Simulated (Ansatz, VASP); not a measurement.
**Two plane-wave programs on InAs**

File POSCAR:

```
InAs
1.0
    0.0000000000      3.4909529960      2.2691194474
    3.4909529960      0.0000000000      2.2691194474
    3.4909529960      3.4909529960      0.0000000000
In As
1 1
Direct
    0.0000000000      0.0000000000      0.0000000000
    0.7500000000      0.7500000000      0.7500000000
```

Contents of INCAR.step1:

```
ALGO = Normal
EDIFF = 1E-4
ENCUT = 520
GGA = PE
ISMEAR = 0
LASPH = T
LCHARG = F
LREAL = F
LWAVE = T
NBANDS = 16
NELM = 80
PREC = Accurate
SIGMA = 0.03
```

INCAR.step2

```
ALGO = Normal
EDIFF = 1E-7
ENCUT = 520
ISIF = 2
ISMEAR = 0
ISTART = 1
LASPH = T
LCHARG = F
LMIXTAU = T
LREAL = F
LWAVE = F
METAGGA = R2SCAN
NBANDS = 16
NELM = 80
PREC = Accurate
SIGMA = 0.03
```

The input KPOINTS:

```
k-points
0
Gamma
  10 10 10
```

Input for Ansatz:

```yaml
crystal:
  lattice:
    - [0.0, 3.490952996, 2.2691194474]
    - [3.490952996, 0.0, 2.2691194474]
    - [3.490952996, 3.490952996, 0.0]
  atoms:
    - { symbol: In, position: [0.0, 0.0, 0.0] }
    - { symbol: As, position: [0.75, 0.75, 0.75] }
basis:
  ecutwfc: 500
kpoints:
  mp_grid: { grid: [10, 10, 10] }
hamiltonian:
  xc: r2scan
scf:
  occupations: { method: gaussian, width: 0.03 }
output:
  forces: true
  stress: true
  eigenvalues: true
  write_density: true
  write_potential: true
  elf: true
  volumetric_format: npy
```

Alike in both runs: task single point; functional r2SCAN; k mesh 10 × 10 × 10; occupations gaussian, width 0.03 eV; no spin polarisation.

|  | VASP | Ansatz |
| --- | --- | --- |
| version | VASP 6.6.1 | Ansatz 0.2.0 |
| potentials or method | VASP PAW PBE potentials, release 64 (In_d, As), cutoff 520 eV | scalar-relativistic, plane waves, PAW |
| valence electrons in the cell | 18 | 28 |

VASP gave:

- gap on the k mesh at the Fermi level (eV): none
- pressure (GPa): -2.1
- traceless stress, the component that is largest in VASP (GPa): 4.73

What did Ansatz give for the same quantities?

gap on the k mesh at the Fermi level (eV): none; pressure (GPa): -2.1; traceless stress, the component that is largest in VASP (GPa): 4.74.

VASP's potentials were made for PBE, not for r2SCAN. A gap of «none» marks a metal or a gap that the smearing closes. The functional is the same, so the differences come from potentials, cutoffs and numerics. VASP's potentials hold 18 valence electrons a cell and Ansatz's 28, so a difference there can come from the potentials and not from the codes.
